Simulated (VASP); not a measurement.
# HfB (Fm-3m) in VASP: a series of runs

HfB is run at these levels: PBE+D4, revPBE, PBE; tasks: single point.

Everything below comes from runs of VASP 6.6.1. Logs are shortened: lines on timing, memory, paths and dates and some standing lists are left out, and cuts for length are marked.

## 1. The cell of the first run

It takes space group Fm-3m (No. 225, cubic). Conventional cell: a = 4.620 Å, b = 4.620 Å, c = 4.620 Å, α = 90.00°, β = 90.00°, γ = 90.00°. Within 3.1 Å of Hf (site symmetry m-3m) lie 6 B at 2.31 Å. Within 3.1 Å of B (site symmetry m-3m) lie 6 Hf at 2.31 Å.

## 2. Single point, PBE+D4

INCAR reads:

```
SYSTEM = HfB
ALGO = Normal
EDIFF = 1E-6
ENCUT = 500
GGA = PE
GGA_COMPAT = .False.
ISIF = 2
ISMEAR = 0
IVDW = 13
LASPH = .True.
LCHARG = .True.
LELF = .True.
LREAL = .False.
LVHAR = .True.
LWAVE = .False.
NBANDS = 14
NELM = 120
PREC = Accurate
SIGMA = 0.05
```

KPOINTS reads:

```
k-points
0
Gamma
  8 8 8
  0 0 0
```

POSCAR reads:

```
HfB
1.0
    0.0000000000      2.3100005622      2.3100005622
    2.3100005622      0.0000000000      2.3100005622
    2.3100005622      2.3100005622      0.0000000000
Hf B
1 1
Direct
    0.5000000000      0.5000000000      0.5000000000
    0.0000000000      0.0000000000      0.0000000000
```

Potentials or basis: VASP PAW PBE potentials, release 64 (Hf_pv, B).

Started as:

```bash
cat potpaw_PBE.64/Hf_pv/POTCAR potpaw_PBE.64/B/POTCAR > POTCAR
mpirun -np 1 vasp_std > vasp.out
```

OUTCAR:

```text
SYSTEM = HfB
   EDIFF = 1E-6
   ENCUT = 500
   GGA = PE
   ISIF = 2
   ISMEAR = 0
   IVDW = 13
   LASPH = .True.
   LREAL = .False.
   NELM = 120
   PREC = Accurate

 ion  position               nearest neighbor table
   1  0.500  0.500  0.500-   2 2.31   2 2.31   2 2.31   2 2.31   2 2.31   2 2.31
   2  0.000  0.000  0.000-   1 2.31   1 2.31   1 2.31   1 2.31   1 2.31   1 2.31

  LATTYP: Found a face centered cubic cell.
 ALAT       =     4.6200011244

  Lattice vectors:

 A1 = (   0.0000000000,   2.3100005622,   2.3100005622)
 A2 = (   2.3100005622,   0.0000000000,   2.3100005622)
 A3 = (   2.3100005622,   2.3100005622,   0.0000000000)

Analysis of symmetry for initial positions (statically):
=====================================================================
 Subroutine PRICEL returns:
 Original cell was already a primitive cell.

 Routine SETGRP: Setting up the symmetry group for a
 face centered cubic supercell.

 Subroutine GETGRP returns: Found 48 space group operations
 (whereof 48 operations were pure point group operations)
 out of a pool of 48 trial point group operations.

The static configuration has the point symmetry O_h .

Analysis of symmetry for dynamics (positions and initial velocities):
=====================================================================
 Subroutine PRICEL returns:
 Original cell was already a primitive cell.

 Routine SETGRP: Setting up the symmetry group for a
 face centered cubic supercell.

 Subroutine GETGRP returns: Found 48 space group operations
 (whereof 48 operations were pure point group operations)
 out of a pool of 48 trial point group operations.

The dynamic configuration has the point symmetry O_h .

 Subroutine INISYM returns: Found 48 space group operations
 (whereof 48 operations are pure point group operations),
 and found     1 'primitive' translations

----------------------------------------------------------------------------------------

                                     Primitive cell

  volume of cell :      24.6528

  direct lattice vectors                    reciprocal lattice vectors
     0.000000000  2.310000562  2.310000562    -0.216450164  0.216450164  0.216450164
     2.310000562  0.000000000  2.310000562     0.216450164 -0.216450164  0.216450164
     2.310000562  2.310000562  0.000000000     0.216450164  0.216450164 -0.216450164

  length of vectors
     3.266834124  3.266834124  3.266834124     0.374902681  0.374902681  0.374902681

  position of ions in fractional coordinates (direct lattice)
     0.500000000  0.500000000  0.500000000
     0.000000000  0.000000000  0.000000000

  ion indices of the primitive-cell ions
   primitive index   ion index
                 1           1
                 2           2

----------------------------------------------------------------------------------------

 KPOINTS: k-points

Automatic generation of k-mesh.
 Grid dimensions read from file:
 generate k-points for:    8    8    8

 Generating k-lattice:

  Cartesian coordinates                     Fractional coordinates (reciprocal lattice)
    -0.027056270  0.027056270  0.027056270     0.125000000  0.000000000  0.000000000
     0.027056270 -0.027056270  0.027056270     0.000000000  0.125000000  0.000000000
     0.027056270  0.027056270 -0.027056270     0.000000000  0.000000000  0.125000000

  Length of vectors
     0.046862835  0.046862835  0.046862835

  Shift w.r.t. Gamma in fractional coordinates (k-lattice)
     0.000000000  0.000000000  0.000000000

 Subroutine IBZKPT returns following result:
 ===========================================

 Found     29 irreducible k-points:

 Following reciprocal coordinates:
            Coordinates               Weight
  0.000000  0.000000  0.000000      1.000000
  0.125000  0.000000  0.000000      8.000000
  0.250000  0.000000  0.000000      8.000000
  0.375000  0.000000  0.000000      8.000000
  0.500000  0.000000  0.000000      4.000000
  0.125000  0.125000  0.000000      6.000000
[... 16 lines left out ...]
  0.500000  0.250000  0.125000     48.000000
 -0.375000  0.250000  0.125000     24.000000
 [... further k-points ...]
   k-points           NKPTS =     29   k-points in BZ     NKDIM =     29   number of bands    NBANDS=     14
   number of dos      NEDOS =    301   number of ions     NIONS =      2
   total plane-waves  NPLWV =  13824
   dimension x,y,z NGX =    24 NGY =   24 NGZ =   24
   dimension x,y,z NGXF=    48 NGYF=   48 NGZF=   48
   ions per type =               1   1
   NGX,Y,Z   is equivalent  to a cutoff of  12.21, 12.21, 12.21 a.u.
   NGXF,Y,Z  is equivalent  to a cutoff of  24.43, 24.43, 24.43 a.u.
 SYSTEM =  HfB
   PREC   = accura    normal or accurate (medium, high low for compatibility)
   ISTART =      0    job   : 0-new  1-cont  2-samecut
   ICHARG =      2    charge: 1-file 2-atom 10-const
   ISPIN  =      1    spin polarized calculation?
   LNONCOLLINEAR =      F non collinear calculations
   LSORBIT =      F    spin-orbit coupling
   LASPH  =      T    aspherical Exc in radial PAW
   ENCUT  =  500.0 eV  36.75 Ry    6.06 a.u.   5.96  5.96  5.96*2*pi/ulx,y,z
   NELM   =    120;   NELMIN=  2; NELMDL= -5     # of ELM steps
   EDIFF  = 0.1E-05   stopping-criterion for ELM
   LREAL  =      F    real-space projection
   EDIFFG = 0.1E-04   stopping-criterion for IOM
   NSW    =      0    number of steps for IOM
   IBRION =     -1    ionic relax: 0-MD 1-quasi-New 2-CG
   NFREE  =      0    steps in history (QN), initial steepest desc. (CG)
   ISIF   =      2    stress and relaxation
   ISYM   =      2    0-nonsym 1-usesym 2-fastsym
   POTIM  = 0.5000    time-step for ionic-motion
   TEBEG  =    0.0;   TEEND  =   0.0 temperature during run
   PSTRESS=    0.0 pullay stress
   NELECT =      13.0000    total number of electrons
   NUPDOWN=      -1.0000    fix difference up-down
   EMIN   =  10.00;   EMAX   =-10.00  energy-range for DOS
   EFERMI =   0.00;   METHOD = LEGACY
   ISMEAR =     0;   SIGMA  =   0.05  broadening in eV -4-tet -1-fermi 0-gaus
   EFERMI_NEDOS =   21; number of points for ismear=-14 and -15
   IALGO  =     38    algorithm
   IMIX   =      4    mixing-type and parameters
     AMIX     =   0.40;   BMIX     =  1.00
     AMIX_MAG =   1.60;   BMIX_MAG =  1.00
  volume/ion in A,a.u.               =      12.33        83.18
  Fermi-wavevector in a.u.,A,eV,Ry     =   1.322616  2.499382 23.800860  1.749314
  Thomas-Fermi vector in A             =   2.452284
   LORBIT       =      0    0 simple, 1 ext, 2 COOP (PROOUT), +10 PAW based schemes
   GGA     = PE    functional components
   LHFCALC =     F    Hartree Fock is set to
   AEXX    =    0.0000 exact exchange contribution
   IVDW    =    13    specifies the selected vdW correction
   LEPSILON=     F    determine dielectric tensor
   LRPA    =     F    only Hartree local field effects (RPA)
 non-spin polarized calculation
 Gauss-broadening in eV      SIGMA  =   0.05
  energy-cutoff  :      500.00
  volume of cell :       24.65
 maximum number of plane-waves:       638
   NGX = 11   NGY = 11   NGZ = 11

 number of electron      13.0000002 magnetization

 Free energy of the ion-electron system (eV)
  ---------------------------------------------------
  ext. energy  EPLUGINS =         0.00000000
  ---------------------------------------------------
  free energy    TOTEN  =       -17.14073658 eV

  energy without entropy =      -17.13909411  energy(sigma->0) =      -17.13991534

 E-fermi :   5.1859     XC(G=0): -12.3014

 val. band max:        5.1417958153   @ k =   0.5000   0.2500   0.0000
 cond. band min:       5.2176618252   @ k =   0.2500   0.1250   0.0000
 fundamental gap:      0.0758660099
 Fermi energy:         5.1858773255

 k-point     1 :       0.0000    0.0000    0.0000
  band No.  band energies     occupation
      1     -23.1718      2.00000
      2     -23.1718      2.00000
      3     -23.1718      2.00000
      4      -4.4427      2.00000
      5       7.3267      0.00000
      6       7.3267      0.00000
      7       7.3267      0.00000
      8       9.0958      0.00000
      9       9.0958      0.00000
     10       9.0958      0.00000
     11       9.3544      0.00000
     12       9.3544      0.00000
     13      16.7994      0.00000
     14      18.1468      0.00000

 k-point     2 :       0.1250    0.0000    0.0000
  band No.  band energies     occupation
      1     -23.2856      2.00000
      2     -23.1833      2.00000
      3     -23.1833      2.00000
      4      -3.9963      2.00000
      5       6.0512      0.00000
      6       6.6505      0.00000
      7       6.6505      0.00000
      8       8.1126      0.00000
      9       8.1126      0.00000
     10       9.6895      0.00000
     11      11.9176      0.00000
     12      11.9176      0.00000
     13      17.9166      0.00000
     14      18.6126      0.00000

 k-point     3 :       0.2500    0.0000    0.0000
  band No.  band energies     occupation
      1     -23.5503      2.00000
      2     -23.2109      2.00000
      3     -23.2109      2.00000
      4      -2.7968      2.00000
      5       4.1319      2.00000
      6       5.0996      1.98534
      7       5.0996      1.98534
      8       9.1607      0.00000
      9       9.1607      0.00000
     10      10.2900      0.00000
     11      14.9700      0.00000
     12      14.9700      0.00000
     13      18.5922      0.00000
     14      20.2827      0.00000
[... 324 lines left out ...]
 k-point    23 :       0.5000    0.2500    0.1250
  band No.  band energies     occupation
      1     -23.7405      2.00000
      2     -23.4267      2.00000
      3     -23.2917      2.00000
      4      -0.6875      2.00000
      5       2.0983      2.00000
      6       4.0219      2.00000
      7       4.6081      2.00000
      8       9.2414      0.00000
      9      11.9792      0.00000
     10      12.4607      0.00000
     11      14.5319      0.00000
     12      16.8922      0.00000
     13      19.7162      0.00000
     14      20.2693      0.00000

 k-point    24 :      -0.3750    0.2500    0.1250
  band No.  band energies     occupation
      1     -23.7990      2.00000
      2     -23.4471      2.00000
      3     -23.3143      2.00000
      4       0.1529      2.00000
      5       1.3788      2.00000
      6       3.9278      2.00000
      7       4.3795      2.00000
      8      10.6411      0.00000
      9      10.7069      0.00000
     10      12.5456      0.00000
     11      16.6008      0.00000
     12      16.6242      0.00000
     13      17.9196      0.00000
     14      20.3044      0.00000

 [... further k-points ...]

------------------------ aborting loop because EDIFF is reached ----------------------------------------

  DFT-D4 for vdW energy calculation

  Edisp (eV):   -0.63224

  FORCE on cell =-STRESS in cart. coord.  units (eV):
  Direction    XX          YY          ZZ          XY          YZ          ZX
  --------------------------------------------------------------------------------------
  -------------------------------------------------------------------------------------
  Total       4.01441     4.01441     4.01441     0.00000     0.00000     0.00000
  in kB     260.89536   260.89536   260.89536     0.00000     0.00000     0.00000
  external pressure =      260.90 kB  Pullay stress =        0.00 kB

 VOLUME and BASIS-vectors are now :
 -----------------------------------------------------------------------------
  energy-cutoff  :      500.00
  volume of cell :       24.65
      direct lattice vectors                 reciprocal lattice vectors
     0.000000000  2.310000562  2.310000562    -0.216450164  0.216450164  0.216450164
     2.310000562  0.000000000  2.310000562     0.216450164 -0.216450164  0.216450164
     2.310000562  2.310000562  0.000000000     0.216450164  0.216450164 -0.216450164

 POSITION                                       TOTAL-FORCE (eV/Angst)
 -----------------------------------------------------------------------------------
      2.31000      2.31000      2.31000        -0.000000     -0.000000      0.000000
      0.00000      0.00000      0.00000         0.000000      0.000000     -0.000000
 -----------------------------------------------------------------------------------
    total drift:                               -0.000000     -0.000000      0.000000

  FREE ENERGIE OF THE ION-ELECTRON SYSTEM (eV)
  ---------------------------------------------------
  free  energy   TOTEN  =       -17.7729812490 eV

  energy  without entropy=      -17.7713387855  energy(sigma->0) =      -17.77216002
```

Run time: 9.1 s. Hardware: 1 thread of Intel Xeon 6975P-C, shared host; peak memory 0.14 GiB.

Results:

```
Free energy                : -17.7730 eV
Pressure                   : 26.1 GPa
Dispersion energy per atom : -0.316 eV
```

Levels at points of the mesh, in eV from the Fermi level:
```
           k point  band 4  band 5  band 6  band 7  band 8  band 9  band 10  band 11
(0.00, 0.00, 0.00)   -9.63    2.14    2.14    2.14    3.91    3.91     3.91     4.17
(0.50, 0.00, 0.00)   -5.08   -4.11   -1.43   -1.43    6.48    6.48     7.54     8.40
(0.50, 0.50, 0.00)   -6.79   -1.16   -0.96    2.32    2.32    6.20     7.85     7.85
```

Caveat: spin-orbit coupling is left out, which moves the levels of the heavy elements; pairwise dispersion overbinds metals, which lowers pressure and volume.

## 3. Single point, revPBE

INCAR reads:

```
PREC = Accurate
ENCUT = 500
EDIFF = 1E-6
ISMEAR = 0
SIGMA = 0.05
LREAL = F
LASPH = T
NELM = 120
ALGO = Normal
ISIF = 2
LWAVE = F
LCHARG = T
GGA = RE
LELF = T
LVHAR = T
NBANDS = 14
GGA_COMPAT = F
```

KPOINTS reads:

```
Automatic mesh
0
Gamma
  8 8 8
```

POSCAR is that of step 2.

Potentials or basis: VASP PAW PBE potentials, release 64 (Hf_pv, B).

Started as:

```bash
cat potpaw_PBE.64/Hf_pv/POTCAR potpaw_PBE.64/B/POTCAR > POTCAR
mpirun -np 1 vasp_std > vasp.out
```

Wall time 7.5 s (1 thread of Intel Xeon 6975P-C, shared host); peak memory 0.14 GiB.

Results (log left out):

```
Free energy : -16.5048 eV
Pressure    : 33.6 GPa
```

Levels at points of the mesh, in eV from the Fermi level:
```tsv
k point	band 3	band 4	band 5	band 6	band 7	band 8	band 9	band 10	band 11	band 12
(0.00, 0.00, 0.00)	-28.38	-9.66	2.15	2.15	2.15	3.92	3.92	3.92	4.17	4.17
(0.50, 0.00, 0.00)	-28.46	-5.08	-4.17	-1.42	-1.42	6.50	6.50	7.57	8.36	13.93
(0.50, 0.50, 0.00)	-28.64	-6.83	-1.16	-0.99	2.32	2.32	6.20	7.88	7.88	9.39
```

Caveat: the PAW data sets were made with another functional, which shifts forces and pressure a little; spin-orbit coupling is left out, which moves the levels of the heavy elements.

(Continued in part 2 of 2.)
